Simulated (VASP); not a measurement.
GaP:

```
Ga P
1.0
     0.00000    2.72525    2.72525
     2.72525    0.00000    2.72525
     2.72525    2.72525    0.00000
Ga P
1 1
Direct
  0.00000 0.00000 0.00000
  0.75000 0.75000 0.75000
```

| Item | Value |
| --- | --- |
| Program | VASP 6.6.1 |
| Task | relaxation of cell and atoms |
| Functional | LDA |
| Potentials or basis | VASP PAW LDA potentials, release 64 (Ga_d, P) |
| Cutoff | 600 eV |
| k mesh | 12 × 12 × 12 |
| Occupations | fermi-dirac, width 0.1 eV |
| Spin | no spin polarisation |

At the start: pressure -2.6 GPa; volume 20.24 Å³/atom.

Task: Where does the relaxation end?

Result: Over 3 steps the energy falls by 5.4 meV/atom and the volume is 19.61 Å³/atom (-3.1 %); space group F-43m (No. 216, to 0.05 Å).

The path:
```
step  energy change (eV)  largest force (eV/Å)  pressure (GPa)  volume (Å³)
   1              0.0000                0.0000           -2.65        40.48
   2             -0.0075                0.0000            1.60        38.55
   3             -0.0108                0.0000           -0.01        39.22
```

Final structure:
```cif
data_structure
_symmetry_space_group_name_H-M 'P 1'
_symmetry_Int_Tables_number 1
_cell_length_a 3.8136
_cell_length_b 3.8136
_cell_length_c 3.8136
_cell_angle_alpha 60.000
_cell_angle_beta 60.000
_cell_angle_gamma 60.000
_cell_volume 39.22
loop_
_atom_site_label
_atom_site_type_symbol
_atom_site_fract_x
_atom_site_fract_y
_atom_site_fract_z
_atom_site_occupancy
Ga1 Ga 0.00000 0.00000 0.00000 1
P1 P 0.75000 0.75000 0.75000 1
```
